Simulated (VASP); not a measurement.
# LaH3 in VASP: notebook, part 2 of 2

VASP 6.6.1.

## Step 3: Single point, PBEsol

Input file INCAR:

```
PREC = Accurate ; ENCUT = 520
EDIFF = 1E-7 ; ISMEAR = 1
SIGMA = 0.1 ; LREAL = False
LASPH = True ; NELM = 60
ALGO = Normal ; ISIF = 2
LWAVE = False ; LCHARG = False
GGA = PS ; NBANDS = 15
```

Input file KPOINTS:

```
regular mesh
0
Gamma
  10 10 10
```

Input file POSCAR:

```
LaH3
1.0
    0.0000000000      2.8053071319      2.7492009893
    2.8053071319      0.0000000000      2.7492009893
    2.8053071319      2.8053071319      0.0000000000
La H
1 3
Direct
    0.0000000000      0.0000000000      0.0000000000
    0.5000000000      0.5000000000      0.5000000000
    0.7500000000      0.7500000000      0.7500000000
    0.2500000000      0.2500000000      0.2500000000
```

Potentials or basis: VASP PAW PBE potentials, release 64 (La, H).

Command:

```bash
$ cat potpaw_PBE.64/La/POTCAR potpaw_PBE.64/H/POTCAR > POTCAR
$ mpirun -np 1 vasp_std > vasp.out
```

OUTCAR:

```text
PREC = Accurate
   ENCUT = 520
   EDIFF = 1E-7
   ISMEAR = 1
   LREAL = False
   LASPH = True
   NELM = 60
   ISIF = 2
   GGA = PS

 ion  position               nearest neighbor table
   1  0.000  0.000  0.000-
   2  0.500  0.500  0.500-
   3  0.750  0.750  0.750-
   4  0.250  0.250  0.250-

  LATTYP: Found a body centered tetragonal cell.
 ALAT       =     3.9673033926
 C/A-ratio  =     1.3859292911

  Lattice vectors:

 A1 = (   0.0000000000,  -2.8053071319,  -2.7492009893)
 A2 = (   0.0000000000,   2.8053071319,  -2.7492009893)
 A3 = (   2.8053071319,   0.0000000000,   2.7492009893)

Analysis of symmetry for initial positions (statically):
=====================================================================
 Subroutine PRICEL returns:
 Original cell was already a primitive cell.

 Routine SETGRP: Setting up the symmetry group for a
 body centered tetragonal supercell.

 Subroutine GETGRP returns: Found 16 space group operations
 (whereof 16 operations were pure point group operations)
 out of a pool of 16 trial point group operations.

The static configuration has the point symmetry D_4h.

Analysis of symmetry for dynamics (positions and initial velocities):
=====================================================================
 Subroutine PRICEL returns:
 Original cell was already a primitive cell.

 Routine SETGRP: Setting up the symmetry group for a
 body centered tetragonal supercell.

 Subroutine GETGRP returns: Found 16 space group operations
 (whereof 16 operations were pure point group operations)
 out of a pool of 16 trial point group operations.

The dynamic configuration has the point symmetry D_4h.

 Subroutine INISYM returns: Found 16 space group operations
 (whereof 16 operations are pure point group operations),
 and found     1 'primitive' translations

----------------------------------------------------------------------------------------

                                     Primitive cell

  volume of cell :      43.2710

  direct lattice vectors                    reciprocal lattice vectors
     0.000000000  2.805307132  2.749200989    -0.178233604  0.178233604  0.181871024
     2.805307132  0.000000000  2.749200989     0.178233604 -0.178233604  0.181871024
     2.805307132  2.805307132  0.000000000     0.178233604  0.178233604 -0.181871024

  length of vectors
     3.927830722  3.927830722  3.967303393     0.310823912  0.310823912  0.310823912

  position of ions in fractional coordinates (direct lattice)
     0.000000000  0.000000000  0.000000000
     0.500000000  0.500000000  0.500000000
     0.750000000  0.750000000  0.750000000
     0.250000000  0.250000000  0.250000000

  ion indices of the primitive-cell ions
   primitive index   ion index
                 1           1
                 2           2
                 3           3
                 4           4
[... 32 lines left out ...]
  0.300000 -0.000000  0.000000      8.000000
  0.400000 -0.000000  0.000000      8.000000
  0.500000 -0.000000  0.000000      4.000000
[... 16 lines left out ...]
  0.300000  0.300000  0.000000      2.000000
  0.400000  0.300000  0.000000      8.000000
 [... further k-points ...]
   k-points           NKPTS =    102   k-points in BZ     NKDIM =    102   number of bands    NBANDS=     15
   number of dos      NEDOS =    301   number of ions     NIONS =      4
   total plane-waves  NPLWV =  27000
   dimension x,y,z NGX =    30 NGY =   30 NGZ =   30
   dimension x,y,z NGXF=    60 NGYF=   60 NGZF=   60
   ions per type =               1   3
   NGX,Y,Z   is equivalent  to a cutoff of  12.70, 12.70, 12.57 a.u.
   NGXF,Y,Z  is equivalent  to a cutoff of  25.40, 25.40, 25.14 a.u.
 SYSTEM =  unknown system
   PREC   = accura    normal or accurate (medium, high low for compatibility)
   ISTART =      0    job   : 0-new  1-cont  2-samecut
   ICHARG =      2    charge: 1-file 2-atom 10-const
   ISPIN  =      1    spin polarized calculation?
   LNONCOLLINEAR =      F non collinear calculations
   LSORBIT =      F    spin-orbit coupling
   LASPH  =      T    aspherical Exc in radial PAW
   ENCUT  =  520.0 eV  38.22 Ry    6.18 a.u.   7.30  7.30  7.38*2*pi/ulx,y,z
   NELM   =     60;   NELMIN=  2; NELMDL= -5     # of ELM steps
   EDIFF  = 0.1E-06   stopping-criterion for ELM
   LREAL  =      F    real-space projection
   EDIFFG = 0.1E-05   stopping-criterion for IOM
   NSW    =      0    number of steps for IOM
   IBRION =     -1    ionic relax: 0-MD 1-quasi-New 2-CG
   NFREE  =      0    steps in history (QN), initial steepest desc. (CG)
   ISIF   =      2    stress and relaxation
   ISYM   =      2    0-nonsym 1-usesym 2-fastsym
   POTIM  = 0.5000    time-step for ionic-motion
   TEBEG  =    0.0;   TEEND  =   0.0 temperature during run
   PSTRESS=    0.0 pullay stress
   NELECT =      14.0000    total number of electrons
   NUPDOWN=      -1.0000    fix difference up-down
   EMIN   =  10.00;   EMAX   =-10.00  energy-range for DOS
   EFERMI =   0.00;   METHOD = LEGACY
   ISMEAR =     1;   SIGMA  =   0.10  broadening in eV -4-tet -1-fermi 0-gaus
   EFERMI_NEDOS =   21; number of points for ismear=-14 and -15
   IALGO  =     38    algorithm
   IMIX   =      4    mixing-type and parameters
     AMIX     =   0.40;   BMIX     =  1.00
     AMIX_MAG =   1.60;   BMIX_MAG =  1.00
  volume/ion in A,a.u.               =      10.82        73.00
  Fermi-wavevector in a.u.,A,eV,Ry     =   1.123876  2.123818 17.185482  1.263097
  Thomas-Fermi vector in A             =   2.260545
   LORBIT       =      0    0 simple, 1 ext, 2 COOP (PROOUT), +10 PAW based schemes
   GGA     = PS    functional components
   LHFCALC =     F    Hartree Fock is set to
   AEXX    =    0.0000 exact exchange contribution
   IVDW    =     0    specifies the selected vdW correction
   LEPSILON=     F    determine dielectric tensor
   LRPA    =     F    only Hartree local field effects (RPA)
 non-spin polarized calculation
 Methfessel and Paxton  Order N= 1 SIGMA  =   0.10
  energy-cutoff  :      520.00
  volume of cell :       43.27
 maximum number of plane-waves:      1195
 NGX is ok and might be reduce to    30
   NGX = 15   NGY = 15   NGZ = 15

 number of electron      13.9999998 magnetization

 Free energy of the ion-electron system (eV)
  ---------------------------------------------------
  ext. energy  EPLUGINS =         0.00000000
  ---------------------------------------------------
  free energy    TOTEN  =       -17.69029473 eV

  energy without entropy =      -17.69043217  energy(sigma->0) =      -17.69034054

 E-fermi :   7.6365     XC(G=0): -10.1892

 val. band max:        7.5457294651   @ k =   0.1000  -0.0000   0.0000
 cond. band min:       7.6600255958   @ k =   0.5000  -0.0000   0.0000
 fundamental gap:      0.1142961307
 Fermi energy:         7.6364662173

 k-point     1 :       0.0000    0.0000    0.0000
  band No.  band energies     occupation
      1     -25.6989      2.00000
      2      -8.9382      2.00000
      3      -8.9382      2.00000
      4      -8.9309      2.00000
      5      -0.4070      2.00000
      6       4.7185      2.00000
      7       7.8619     -0.00647
      8       7.8619     -0.00647
      9       7.9945     -0.00001
     10       8.1402     -0.00000
     11       8.9342     -0.00000
     12       8.9342     -0.00000
     13       8.9773     -0.00000
     14       9.5570     -0.00000
[... 401 lines left out ...]
      2      -9.8623      2.00000
      3      -9.2701      2.00000
      4      -9.2303      2.00000
      5       2.1588      2.00000
      6       2.4289      2.00000
      7       4.4905      2.00000
      8       8.8011     -0.00000
      9       8.8496     -0.00000
     10       9.1489     -0.00000
     11       9.2847     -0.00000
     12       9.3345     -0.00000
     13       9.3607     -0.00000
     14       9.6115     -0.00000
     15      10.5193      0.00000

 [... further k-points ...]

------------------------ aborting loop because EDIFF is reached ----------------------------------------

  FORCE on cell =-STRESS in cart. coord.  units (eV):
  Direction    XX          YY          ZZ          XY          YZ          ZX
  --------------------------------------------------------------------------------------
  -------------------------------------------------------------------------------------
  Total       -0.9033651     -0.9033651     -0.8257517      0.0000000      0.0000000      0.0000000
  in kB      -33.4484928    -33.4484928    -30.5747360      0.0000000      0.0000000      0.0000000
  external PRESSURE =     -32.4905738 kB  Pullay stress =       0.0000000 kB

 VOLUME and BASIS-vectors are now :
 -----------------------------------------------------------------------------
  energy-cutoff  :      520.00
  volume of cell :       43.27
      direct lattice vectors                 reciprocal lattice vectors
     0.000000000  2.805307132  2.749200989    -0.178233604  0.178233604  0.181871024
     2.805307132  0.000000000  2.749200989     0.178233604 -0.178233604  0.181871024
     2.805307132  2.805307132  0.000000000     0.178233604  0.178233604 -0.181871024

 POSITION                                       TOTAL-FORCE (eV/Angst)
 -----------------------------------------------------------------------------------
      0.00000      0.00000      0.00000        -0.000000      0.000000     -0.000000
      2.80531      2.80531      2.74920        -0.000000      0.000000     -0.000000
      4.20796      4.20796      4.12380         0.000000      0.000000      0.000000
      1.40265      1.40265      1.37460        -0.000000     -0.000000     -0.000000
 -----------------------------------------------------------------------------------
    total drift:                                0.000000     -0.000000     -0.000000

  FREE ENERGIE OF THE ION-ELECTRON SYSTEM (eV)
  ---------------------------------------------------
  free  energy   TOTEN  =       -17.6902947337 eV

  energy  without entropy=      -17.6904321666  energy(sigma->0) =      -17.69034054
```

stdout:

```text
POSCAR found type information on POSCAR LaH
 POSCAR found :  2 types and       4 ions
 scaLAPACK will be used
 -----------------------------------------------------------------------------
|                                                                             |
|                                                                             |
|     You enforced a specific xc type in the INCAR file but a different       |
|     I HOPE YOU KNOW WHAT YOU ARE DOING!                                     |
|                                                                             |
 -----------------------------------------------------------------------------

 LDA part: xc-table for (Slater+PW92), standard interpolation
 POSCAR, INCAR and KPOINTS ok, starting setup
 FFT: planning ... GRIDC
 FFT: planning ... GRID_SOFT
 FFT: planning ... GRID
 WAVECAR not read
 entering main loop
```

Run time: 62 s. Hardware: 1 thread of Intel Xeon Platinum 8488C (Sapphire Rapids), shared host; peak memory 0.23 GiB.

Results:

```
Free energy            : -17.6903 eV
Pressure               : -3.2 GPa
Band gap on the k mesh : zero (band 7 reaches 7.86 eV, above the bottom of band 8 at 7.66 eV)
```

Levels at points of the mesh, in eV from the Fermi level:
| k point | band 5 | band 6 | band 7 | band 8 | band 9 | band 10 |
| --- | --- | --- | --- | --- | --- | --- |
| (0.00, 0.00, 0.00) | -8.04 | -2.92 | 0.23 | 0.23 | 0.36 | 0.50 |
| (0.50, 0.00, 0.00) | -6.03 | -4.01 | -2.10 | 0.02 | 0.20 | 1.39 |
| (0.50, 0.50, 0.00) | -5.67 | -5.44 | -3.00 | 1.36 | 1.36 | 1.49 |
| (0.50, 0.00, 0.50) | -5.56 | -5.44 | -3.10 | 1.35 | 1.39 | 1.51 |

Caveat: the PAW data sets were made with another functional, which shifts forces and pressure a little; spin-orbit coupling is left out, which moves the levels of the heavy elements.

## Step 4: Single point, PBEsol

Input file INCAR:

```
ALGO = Normal
EDIFF = 1E-6
ENCUT = 520
GGA = PS
ISIF = 2
ISMEAR = 1
LASPH = T
LCHARG = T
LELF = T
LREAL = F
LVHAR = T
LWAVE = F
NBANDS = 15
NELM = 100
PREC = Accurate
SIGMA = 0.1
```

Input file KPOINTS:

```
k-points
0
Gamma
  10 10 10
```

Input file POSCAR:

```
LaH3
1.0
    0.0000000000      2.7681463706      2.8235092980
    2.7681463706      0.0000000000      2.8235092980
    2.7681463706      2.7681463706      0.0000000000
La H
1 3
Direct
    0.0000000000      0.0000000000      0.0000000000
    0.5000000000      0.5000000000      0.5000000000
    0.7500000000      0.7500000000      0.7500000000
    0.2500000000      0.2500000000      0.2500000000
```

Command:

```bash
$ cat potpaw_PBE.64/La/POTCAR potpaw_PBE.64/H/POTCAR > POTCAR
$ mpirun -np 1 vasp_std > vasp.out
```

Run time: 54 s. Hardware: 1 thread of Intel Xeon Platinum 8488C (Sapphire Rapids), shared host; peak memory 0.23 GiB.

Results (log left out):

- Free energy: -17.6904 eV
- Pressure: -3.3 GPa
- Band gap on the k mesh: zero (band 7 reaches 7.82 eV, above the bottom of band 8 at 7.66 eV)

Stress tensor (GPa, compression positive):
```
-3.20  0.00  0.00
 0.00 -3.20  0.00
 0.00  0.00 -3.39
```

Levels at points of the mesh, in eV from the Fermi level:
```tsv
k point	band 4	band 5	band 6	band 7	band 8	band 9	band 10	band 11
(0.00, 0.00, 0.00)	-16.57	-8.05	-2.92	0.18	0.31	0.31	0.50	1.28
(0.50, 0.00, 0.00)	-16.69	-6.03	-4.01	-2.11	0.02	0.19	1.39	1.40
(0.50, 0.50, 0.00)	-16.91	-5.52	-5.44	-3.13	1.38	1.38	1.52	1.72
(0.50, 0.00, 0.50)	-16.93	-5.63	-5.44	-3.04	1.34	1.39	1.49	1.74
```

Caveat: the PAW data sets were made with another functional, which shifts forces and pressure a little; spin-orbit coupling is left out, which moves the levels of the heavy elements.

## Step 5: Single point, PBEsol

Input file INCAR:

```
PREC = Accurate
ENCUT = 520
EDIFF = 1E-6
ISMEAR = 1
SIGMA = 0.1
LREAL = False
LASPH = True
NELM = 60
ALGO = Normal
ISIF = 2
LWAVE = False
LCHARG = True
GGA = PS
LELF = True
LVHAR = True
NBANDS = 15
```

Input file KPOINTS:

```
Automatic mesh
0
Gamma
  10 10 10
```

Input file POSCAR:

```
LaH3
1.0
    0.0000000000      2.7502868645      2.8602983391
    2.7502868645      0.0000000000      2.8602983391
    2.7502868645      2.7502868645      0.0000000000
La H
1 3
Direct
    0.0000000000      0.0000000000      0.0000000000
    0.5000000000      0.5000000000      0.5000000000
    0.7500000000      0.7500000000      0.7500000000
    0.2500000000      0.2500000000      0.2500000000
```

Command:

```bash
$ cat potpaw_PBE.64/La/POTCAR potpaw_PBE.64/H/POTCAR > POTCAR
$ mpirun -np 1 vasp_std > vasp.out
```

Run time: 50 s. Hardware: 1 thread of Intel Xeon Platinum 8488C (Sapphire Rapids), shared host; peak memory 0.23 GiB.

It converged, with:

| Property | Result |
| --- | --- |
| Free energy | -17.6895 eV |
| Pressure | -3.3 GPa |
| Band gap on the k mesh | zero (band 7 reaches 7.73 eV, above the bottom of band 8 at 7.59 eV) |

Stress tensor (GPa, compression positive):
```
-3.14  0.00  0.00
 0.00 -3.14  0.00
 0.00  0.00 -3.50
```

Levels at points of the mesh, in eV from the Fermi level:
```csv
k point,band 5,band 6,band 7,band 8,band 9,band 10
"(0.00, 0.00, 0.00)",-7.97,-2.84,0.17,0.44,0.44,0.47
"(0.50, 0.00, 0.00)",-5.96,-3.94,-2.03,0.02,0.35,1.46
"(0.50, 0.50, 0.00)",-5.37,-5.36,-3.12,1.45,1.45,1.61
"(0.50, 0.00, 0.50)",-5.59,-5.38,-2.94,1.39,1.47,1.56
```

Caveat: the PAW data sets were made with another functional, which shifts forces and pressure a little; spin-orbit coupling is left out, which moves the levels of the heavy elements.

## Step 6: Summary

```tsv
cell	gap on the mesh (eV)	pressure (GPa)
a = 3.941 Å, angles 60.0°, 4 atoms	none	-3.2
a = 3.928, b = 3.928, c = 3.967 Å, angles 59.7, 59.7, 60.7°, 4 atoms	none	-3.2
a = 3.954, b = 3.954, c = 3.915 Å, angles 60.3, 60.3, 59.3°, 4 atoms	none	-3.3
a = 3.968, b = 3.968, c = 3.889 Å, angles 60.7, 60.7, 58.7°, 4 atoms	none	-3.3
```

Alike in all rows: task single point; level PBEsol; potentials or basis VASP PAW PBE potentials, release 64 (La, H); no spin polarisation; k mesh 10 × 10 × 10; cutoff (eV) 520; smearing methfessel-paxton 0.1 eV.

Caveats: the PAW data sets were made with another functional, which shifts forces and pressure a little; spin-orbit coupling is left out, which moves the levels of the heavy elements.

Absolute energies hang on the potentials; compare differences alone.
